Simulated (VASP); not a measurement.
# CsH (Fm-3m) in VASP: a series of runs

CsH is run at these levels: LDA; tasks: single point.

Everything below comes from runs of VASP 6.6.1. Logs are shortened: lines on timing, memory, paths and dates and some standing lists are left out, and cuts for length are marked.

## (1) The cell of the first run

It takes space group Fm-3m (No. 225, cubic). Conventional cell: a = 6.102 Å, b = 6.102 Å, c = 6.102 Å, α = 90.00°, β = 90.00°, γ = 90.00°. Within 4.0 Å of Cs (site symmetry m-3m) lie 6 H at 3.05 Å. Within 4.0 Å of H (site symmetry m-3m) lie 6 Cs at 3.05 Å.

## (2) Single point, LDA

INCAR

```
SYSTEM = CsH
PREC     = Accurate       ! precision mode
ENCUT    = 520            ! plane-wave cutoff, eV
EDIFF    = 1E-6           ! SCF threshold, eV
ISMEAR   = 0              ! smearing method
SIGMA    = 0.02           ! smearing width, eV
LREAL    = .FALSE.        ! projectors in reciprocal space
LASPH    = .TRUE.         ! aspherical terms in the spheres
NELM     = 80             ! most SCF steps
ALGO     = Normal         ! electronic algorithm
ISIF     = 2              ! what is computed and relaxed
LWAVE    = .FALSE.        ! write WAVECAR
LCHARG   = .TRUE.         ! write CHGCAR
GGA      = CA             ! functional
LELF     = .TRUE.         ! ELF
LVHAR    = .TRUE.       
NBANDS   = 12             ! bands
```

KPOINTS

```
regular mesh
0
G
  8 8 8
  0 0 0
```

POSCAR

```
CsH
1.0
    0.0000000000      3.0511182310      3.0511182310
    3.0511182310      0.0000000000      3.0511182310
    3.0511182310      3.0511182310      0.0000000000
Cs H
1 1
Direct
    0.0000000000      0.0000000000      0.0000000000
    0.5000000000      0.5000000000      0.5000000000
```

Potentials or basis: VASP PAW LDA potentials, release 64 (Cs_sv, H).

Command:

```bash
$ cat potpaw_LDA.64/Cs_sv/POTCAR potpaw_LDA.64/H/POTCAR > POTCAR
$ mpirun -np 1 vasp_std > vasp.out
```

OUTCAR:

```text
SYSTEM = CsH
   PREC = Accurate
   ENCUT = 520
   EDIFF = 1E-6
   ISMEAR = 0
   LREAL = .FALSE.
   LASPH = .TRUE.
   NELM = 80
   ISIF = 2
   GGA = CA

 ion  position               nearest neighbor table
   1  0.000  0.000  0.000-
   2  0.500  0.500  0.500-

  LATTYP: Found a face centered cubic cell.
 ALAT       =     6.1022364620

  Lattice vectors:

 A1 = (   0.0000000000,   3.0511182310,   3.0511182310)
 A2 = (   3.0511182310,   0.0000000000,   3.0511182310)
 A3 = (   3.0511182310,   3.0511182310,   0.0000000000)

Analysis of symmetry for initial positions (statically):
=====================================================================
 Subroutine PRICEL returns:
 Original cell was already a primitive cell.

 Routine SETGRP: Setting up the symmetry group for a
 face centered cubic supercell.

 Subroutine GETGRP returns: Found 48 space group operations
 (whereof 48 operations were pure point group operations)
 out of a pool of 48 trial point group operations.

The static configuration has the point symmetry O_h .

Analysis of symmetry for dynamics (positions and initial velocities):
=====================================================================
 Subroutine PRICEL returns:
 Original cell was already a primitive cell.

 Routine SETGRP: Setting up the symmetry group for a
 face centered cubic supercell.

 Subroutine GETGRP returns: Found 48 space group operations
 (whereof 48 operations were pure point group operations)
 out of a pool of 48 trial point group operations.

The dynamic configuration has the point symmetry O_h .

 Subroutine INISYM returns: Found 48 space group operations
 (whereof 48 operations are pure point group operations),
 and found     1 'primitive' translations

----------------------------------------------------------------------------------------

                                     Primitive cell

  volume of cell :      56.8077

  direct lattice vectors                    reciprocal lattice vectors
     0.000000000  3.051118231  3.051118231    -0.163874344  0.163874344  0.163874344
     3.051118231  0.000000000  3.051118231     0.163874344 -0.163874344  0.163874344
     3.051118231  3.051118231  0.000000000     0.163874344  0.163874344 -0.163874344

  length of vectors
     4.314932783  4.314932783  4.314932783     0.283838691  0.283838691  0.283838691

  position of ions in fractional coordinates (direct lattice)
     0.000000000  0.000000000  0.000000000
     0.500000000  0.500000000  0.500000000

  ion indices of the primitive-cell ions
   primitive index   ion index
                 1           1
                 2           2

----------------------------------------------------------------------------------------

 KPOINTS: regular mesh

Automatic generation of k-mesh.
 Grid dimensions read from file:
 generate k-points for:    8    8    8

 Generating k-lattice:

  Cartesian coordinates                     Fractional coordinates (reciprocal lattice)
    -0.020484293  0.020484293  0.020484293     0.125000000  0.000000000  0.000000000
     0.020484293 -0.020484293  0.020484293     0.000000000  0.125000000  0.000000000
     0.020484293  0.020484293 -0.020484293     0.000000000  0.000000000  0.125000000

  Length of vectors
     0.035479836  0.035479836  0.035479836

  Shift w.r.t. Gamma in fractional coordinates (k-lattice)
     0.000000000  0.000000000  0.000000000

 Subroutine IBZKPT returns following result:
 ===========================================

 Found     29 irreducible k-points:

 Following reciprocal coordinates:
            Coordinates               Weight
  0.000000  0.000000  0.000000      1.000000
  0.125000  0.000000  0.000000      8.000000
  0.250000  0.000000  0.000000      8.000000
  0.375000  0.000000  0.000000      8.000000
  0.500000  0.000000  0.000000      4.000000
  0.125000  0.125000  0.000000      6.000000
[... 16 lines left out ...]
  0.500000  0.250000  0.125000     48.000000
 -0.375000  0.250000  0.125000     24.000000
 [... further k-points ...]
   k-points           NKPTS =     29   k-points in BZ     NKDIM =     29   number of bands    NBANDS=     12
   number of dos      NEDOS =    301   number of ions     NIONS =      2
   total plane-waves  NPLWV =  32768
   dimension x,y,z NGX =    32 NGY =   32 NGZ =   32
   dimension x,y,z NGXF=    64 NGYF=   64 NGZF=   64
   ions per type =               1   1
   NGX,Y,Z   is equivalent  to a cutoff of  12.33, 12.33, 12.33 a.u.
   NGXF,Y,Z  is equivalent  to a cutoff of  24.66, 24.66, 24.66 a.u.
 SYSTEM =  CsH
   PREC   = accura    normal or accurate (medium, high low for compatibility)
   ISTART =      0    job   : 0-new  1-cont  2-samecut
   ICHARG =      2    charge: 1-file 2-atom 10-const
   ISPIN  =      1    spin polarized calculation?
   LNONCOLLINEAR =      F non collinear calculations
   LSORBIT =      F    spin-orbit coupling
   LASPH  =      T    aspherical Exc in radial PAW
   ENCUT  =  520.0 eV  38.22 Ry    6.18 a.u.   8.02  8.02  8.02*2*pi/ulx,y,z
   NELM   =     80;   NELMIN=  2; NELMDL= -5     # of ELM steps
   EDIFF  = 0.1E-05   stopping-criterion for ELM
   LREAL  =      F    real-space projection
   EDIFFG = 0.1E-04   stopping-criterion for IOM
   NSW    =      0    number of steps for IOM
   IBRION =     -1    ionic relax: 0-MD 1-quasi-New 2-CG
   NFREE  =      0    steps in history (QN), initial steepest desc. (CG)
   ISIF   =      2    stress and relaxation
   ISYM   =      2    0-nonsym 1-usesym 2-fastsym
   POTIM  = 0.5000    time-step for ionic-motion
   TEBEG  =    0.0;   TEEND  =   0.0 temperature during run
   PSTRESS=    0.0 pullay stress
   NELECT =      10.0000    total number of electrons
   NUPDOWN=      -1.0000    fix difference up-down
   EMIN   =  10.00;   EMAX   =-10.00  energy-range for DOS
   EFERMI =   0.00;   METHOD = LEGACY
   ISMEAR =     0;   SIGMA  =   0.02  broadening in eV -4-tet -1-fermi 0-gaus
   EFERMI_NEDOS =   21; number of points for ismear=-14 and -15
   IALGO  =     38    algorithm
   IMIX   =      4    mixing-type and parameters
     AMIX     =   0.40;   BMIX     =  1.00
     AMIX_MAG =   1.60;   BMIX_MAG =  1.00
  volume/ion in A,a.u.               =      28.40       191.68
  Fermi-wavevector in a.u.,A,eV,Ry     =   0.917499  1.733822 11.453455  0.841805
  Thomas-Fermi vector in A             =   2.042475
   LORBIT       =      0    0 simple, 1 ext, 2 COOP (PROOUT), +10 PAW based schemes
   GGA     = CA    functional components
   LHFCALC =     F    Hartree Fock is set to
   AEXX    =    0.0000 exact exchange contribution
   IVDW    =     0    specifies the selected vdW correction
   LEPSILON=     F    determine dielectric tensor
   LRPA    =     F    only Hartree local field effects (RPA)
 non-spin polarized calculation
 Gauss-broadening in eV      SIGMA  =   0.02
  energy-cutoff  :      520.00
  volume of cell :       56.81
 maximum number of plane-waves:      1543
   NGX = 17   NGY = 17   NGZ = 17

 number of electron      10.0000001 magnetization

 Free energy of the ion-electron system (eV)
  ---------------------------------------------------
  ext. energy  EPLUGINS =         0.00000000
  ---------------------------------------------------
  free energy    TOTEN  =        -4.92340534 eV

  energy without entropy =       -4.92340534  energy(sigma->0) =       -4.92340534

 E-fermi :   0.8416     XC(G=0):  -8.0151

 val. band max:        0.7448169479   @ k =   0.5000   0.0000   0.0000
 cond. band min:       2.4725340454   @ k =   0.5000   0.0000   0.0000
 fundamental gap:      1.7277170975
 Fermi energy:         0.8415908613

 k-point     1 :       0.0000    0.0000    0.0000
  band No.  band energies     occupation
      1     -20.8236      2.00000
      2      -7.1043      2.00000
      3      -7.1043      2.00000
      4      -7.1043      2.00000
      5      -1.4304      2.00000
      6       5.6741      0.00000
      7       5.6741      0.00000
      8       5.6741      0.00000
      9       6.8586      0.00000
     10       7.7489      0.00000
     11       7.7489      0.00000
     12       9.3336      0.00000

 k-point     2 :       0.1250    0.0000    0.0000
  band No.  band energies     occupation
      1     -20.8043      2.00000
      2      -7.3263      2.00000
      3      -7.1250      2.00000
      4      -7.1250      2.00000
      5      -1.1159      2.00000
      6       5.1424      0.00000
      7       5.8092      0.00000
      8       5.8092      0.00000
      9       6.5670      0.00000
     10       7.3624      0.00000
     11       7.3624      0.00000
     12      10.1264      0.00000

 k-point     3 :       0.2500    0.0000    0.0000
  band No.  band energies     occupation
      1     -20.7569      2.00000
      2      -7.7962      2.00000
      3      -7.1739      2.00000
      4      -7.1739      2.00000
      5      -0.3975      2.00000
      6       4.0048      0.00000
      7       5.7348      0.00000
      8       5.7348      0.00000
      9       6.6540      0.00000
     10       7.4510      0.00000
     11       7.4510      0.00000
     12      11.8643      0.00000
[... 286 lines left out ...]
 k-point    23 :       0.5000    0.2500    0.1250
  band No.  band energies     occupation
      1     -20.6828      2.00000
      2      -8.0885      2.00000
      3      -7.5261      2.00000
      4      -7.3108      2.00000
      5       0.0602      2.00000
      6       3.6383      0.00000
      7       4.6826      0.00000
      8       6.0639      0.00000
      9       7.6109      0.00000
     10       8.7623      0.00000
     11       9.9730      0.00000
     12      10.9895      0.00000

 k-point    24 :      -0.3750    0.2500    0.1250
  band No.  band energies     occupation
      1     -20.6666      2.00000
      2      -8.1740      2.00000
      3      -7.5648      2.00000
      4      -7.3475      2.00000
      5       0.1649      2.00000
      6       3.3888      0.00000
      7       5.0173      0.00000
      8       5.9442      0.00000
      9       8.3190      0.00000
     10       8.4954      0.00000
     11      10.2933      0.00000
     12      10.4663      0.00000

 [... further k-points ...]
[... 5 lines left out ...]
  --------------------------------------------------------------------------------------
  -------------------------------------------------------------------------------------
  Total        0.0097319      0.0097319      0.0097319      0.0000000     -0.0000000     -0.0000000
  in kB        0.2744727      0.2744727      0.2744727      0.0000000     -0.0000000     -0.0000000
  external PRESSURE =       0.2744727 kB  Pullay stress =       0.0000000 kB

 VOLUME and BASIS-vectors are now :
 -----------------------------------------------------------------------------
  energy-cutoff  :      520.00
  volume of cell :       56.81
      direct lattice vectors                 reciprocal lattice vectors
     0.000000000  3.051118231  3.051118231    -0.163874344  0.163874344  0.163874344
     3.051118231  0.000000000  3.051118231     0.163874344 -0.163874344  0.163874344
     3.051118231  3.051118231  0.000000000     0.163874344  0.163874344 -0.163874344

 POSITION                                       TOTAL-FORCE (eV/Angst)
 -----------------------------------------------------------------------------------
      0.00000      0.00000      0.00000         0.000000      0.000000      0.000000
      3.05112      3.05112      3.05112         0.000000      0.000000      0.000000
 -----------------------------------------------------------------------------------
    total drift:                                0.000000     -0.000000     -0.000000

  FREE ENERGIE OF THE ION-ELECTRON SYSTEM (eV)
  ---------------------------------------------------
  free  energy   TOTEN  =        -4.9234053364 eV

  energy  without entropy=       -4.9234053364  energy(sigma->0) =       -4.92340534
```

Run time: 6.2 s. Hardware: 1 thread of Intel Xeon 6975P-C (Granite Rapids), shared host; peak memory 0.15 GiB.

What came out:

```yaml
Free_energy: -4.9234 eV
Pressure: 0.0 GPa
Band_gap_on_the_k_mesh: 1.73 eV, direct
```

Caveat: spin-orbit coupling is left out, which moves the levels of the heavy elements. A k mesh can miss the band edges.

## (3) Single point, LDA

This run uses another cell than the first one, of 28.33 Å³/atom, 0.998 times its volume.

INCAR

```
  PREC = Accurate
  ENCUT = 520
  EDIFF = 1E-7
  ISMEAR = 0
  SIGMA = 0.01
  LREAL = False
  LASPH = True
  NELM = 100
  ALGO = Normal
  ISIF = 2
  LWAVE = False
  LCHARG = False
  GGA = CA
  NBANDS = 12
```

KPOINTS

```
regular mesh
0
Gamma
  8 8 8
```

POSCAR

```
CsH
1.0
    0.0000000000      3.0486175780      3.0486175780
    3.0486175780      0.0000000000      3.0486175780
    3.0486175780      3.0486175780      0.0000000000
Cs H
1 1
Direct
    0.0000000000      0.0000000000      0.0000000000
    0.5000000000      0.5000000000      0.5000000000
```

Potentials or basis: VASP PAW LDA potentials, release 64 (Cs_sv, H).

Command:

```bash
$ cat potpaw_LDA.64/Cs_sv/POTCAR potpaw_LDA.64/H/POTCAR > POTCAR
$ mpirun -np 1 vasp_std > vasp.out
```

OUTCAR:

```text
PREC = Accurate
   ENCUT = 520
   EDIFF = 1E-7
   ISMEAR = 0
   LREAL = False
   LASPH = True
   NELM = 100
   ISIF = 2
   GGA = CA

 ion  position               nearest neighbor table
   1  0.000  0.000  0.000-
   2  0.500  0.500  0.500-

  LATTYP: Found a face centered cubic cell.
 ALAT       =     6.0972351560

  Lattice vectors:

 A1 = (   0.0000000000,   3.0486175780,   3.0486175780)
 A2 = (   3.0486175780,   0.0000000000,   3.0486175780)
 A3 = (   3.0486175780,   3.0486175780,   0.0000000000)

Analysis of symmetry for initial positions (statically):
=====================================================================
 Subroutine PRICEL returns:
 Original cell was already a primitive cell.

 Routine SETGRP: Setting up the symmetry group for a
 face centered cubic supercell.

 Subroutine GETGRP returns: Found 48 space group operations
 (whereof 48 operations were pure point group operations)
 out of a pool of 48 trial point group operations.

The static configuration has the point symmetry O_h .

Analysis of symmetry for dynamics (positions and initial velocities):
=====================================================================
[... 164 lines left out ...]

 k-point     1 :       0.0000    0.0000    0.0000
  band No.  band energies     occupation
      1     -20.8124      2.00000
      2      -7.0893      2.00000
      3      -7.0893      2.00000
      4      -7.0893      2.00000
      5      -1.4217      2.00000
      6       5.6871      0.00000
      7       5.6871      0.00000
      8       5.6871      0.00000
      9       6.8817      0.00000
     10       7.7671      0.00000
     11       7.7671      0.00000
     12       9.3489      0.00000
[... 331 lines left out ...]
 k-point    24 :      -0.3750    0.2500    0.1250
  band No.  band energies     occupation
      1     -20.6538      2.00000
      2      -8.1661      2.00000
      3      -7.5529      2.00000
      4      -7.3341      2.00000
      5       0.1760      2.00000
      6       3.4013      0.00000
      7       5.0323      0.00000
      8       5.9588      0.00000
      9       8.3390      0.00000
     10       8.5158      0.00000
     11      10.3202      0.00000
     12      10.4931      0.00000

 [... further k-points ...]
[... 5 lines left out ...]
  --------------------------------------------------------------------------------------
  -------------------------------------------------------------------------------------
  Total        0.0204240      0.0204240      0.0204240      0.0000000     -0.0000000      0.0000000
  in kB        0.5774472      0.5774472      0.5774472      0.0000000     -0.0000000      0.0000000
  external PRESSURE =       0.5774472 kB  Pullay stress =       0.0000000 kB

 VOLUME and BASIS-vectors are now :
 -----------------------------------------------------------------------------
  energy-cutoff  :      520.00
  volume of cell :       56.67
      direct lattice vectors                 reciprocal lattice vectors
     0.000000000  3.048617578  3.048617578    -0.164008764  0.164008764  0.164008764
     3.048617578  0.000000000  3.048617578     0.164008764 -0.164008764  0.164008764
     3.048617578  3.048617578  0.000000000     0.164008764  0.164008764 -0.164008764

 POSITION                                       TOTAL-FORCE (eV/Angst)
 -----------------------------------------------------------------------------------
      0.00000      0.00000      0.00000         0.000000      0.000000     -0.000000
      3.04862      3.04862      3.04862        -0.000000     -0.000000      0.000000
 -----------------------------------------------------------------------------------
    total drift:                                0.000000     -0.000000     -0.000000

  FREE ENERGIE OF THE ION-ELECTRON SYSTEM (eV)
  ---------------------------------------------------
  free  energy   TOTEN  =        -4.9233275043 eV

  energy  without entropy=       -4.9233275043  energy(sigma->0) =       -4.92332750
```

stdout:

```text
POSCAR found type information on POSCAR CsH
 POSCAR found :  2 types and       2 ions
 scaLAPACK will be used
 LDA part: xc-table for (Slater(with rela. corr.)+CA(PZ))
 , standard interpolation
 POSCAR, INCAR and KPOINTS ok, starting setup
 FFT: planning ... GRIDC
 FFT: planning ... GRID_SOFT
 FFT: planning ... GRID
 WAVECAR not read
 entering main loop
```

Run time: 5.7 s. Hardware: 1 thread of Intel Xeon 6975P-C (Granite Rapids), shared host; peak memory 0.15 GiB.

What came out:

```
Free energy            : -4.9233 eV
Pressure               : 0.1 GPa
Band gap on the k mesh : 1.72 eV, direct
```

Levels at points of the mesh, in eV from the valence-band top:
```tsv
k point	band 2	band 3	band 4	band 5	band 6	band 7	band 8	band 9
(0.00, 0.00, 0.00)	-7.85	-7.85	-7.85	-2.18	4.93	4.93	4.93	6.12
(0.50, 0.00, 0.00)	-9.11	-7.99	-7.99	0.00	1.72	4.44	4.44	7.39
(0.50, 0.50, 0.00)	-8.92	-8.25	-8.25	-1.66	2.52	5.84	8.49	8.60
```

Caveat: spin-orbit coupling is left out, which moves the levels of the heavy elements.

## (4) Single point, LDA (volume scaled by 0.98)

INCAR

```
ALGO = Normal
EDIFF = 1E-6
ENCUT = 520
ISIF = 2
ISMEAR = 0
LASPH = True
LCHARG = True
LELF = True
LREAL = False
LVHAR = True
LWAVE = False
NBANDS = 12
NELM = 100
PREC = Accurate
SIGMA = 0.01
```

KPOINTS

```
k-points
0
Gamma
  8 8 8
```

POSCAR

```
CsH
1.0
    0.0000000000      3.0281564409      3.0281564409
    3.0281564409      0.0000000000      3.0281564409
    3.0281564409      3.0281564409      0.0000000000
Cs H
1 1
Direct
    0.0000000000      0.0000000000      0.0000000000
    0.5000000000      0.5000000000      0.5000000000
```

Command:

```bash
$ cat potpaw_LDA.64/Cs_sv/POTCAR potpaw_LDA.64/H/POTCAR > POTCAR
$ mpirun -np 1 vasp_std > vasp.out
```

It took 6.1 s on 1 thread of Intel Xeon 6975P-C (Granite Rapids), shared host; peak memory 0.16 GiB.

It converged, with:

```yaml
Free_energy: -4.9217 eV
Pressure: 0.3 GPa
Band_gap_on_the_k_mesh: 1.69 eV, direct
```

Levels at points of the mesh, in eV from the valence-band top:
```tsv
k point	band 3	band 4	band 5	band 6	band 7	band 8
(0.00, 0.00, 0.00)	-7.85	-7.85	-2.23	4.91	4.91	4.91
(0.50, 0.00, 0.00)	-7.99	-7.99	0.00	1.69	4.42	4.42
(0.50, 0.50, 0.00)	-8.27	-8.27	-1.73	2.46	5.93	8.59
```

Caveat: the cell differs from its parent crystal (volume scaled by 0.98); spin-orbit coupling is left out, which moves the levels of the heavy elements.

## (5) Overview

```tsv
cell	smearing	gap on the mesh (eV)	pressure (GPa)
a = 4.315 Å, angles 60.0°, 2 atoms	gaussian 0.02 eV	1.73	0.0
a = 4.311 Å, angles 60.0°, 2 atoms	gaussian 0.01 eV	1.72	0.1
a = 4.282 Å, angles 60.0°, 2 atoms	gaussian 0.01 eV	1.69	0.3
```

Alike in all rows: task single point; level LDA; potentials or basis VASP PAW LDA potentials, release 64 (Cs_sv, H); no spin polarisation; k mesh 8 × 8 × 8; cutoff (eV) 520.

Caveats: spin-orbit coupling is left out, which moves the levels of the heavy elements.

Absolute energies hang on the potentials; compare differences alone.
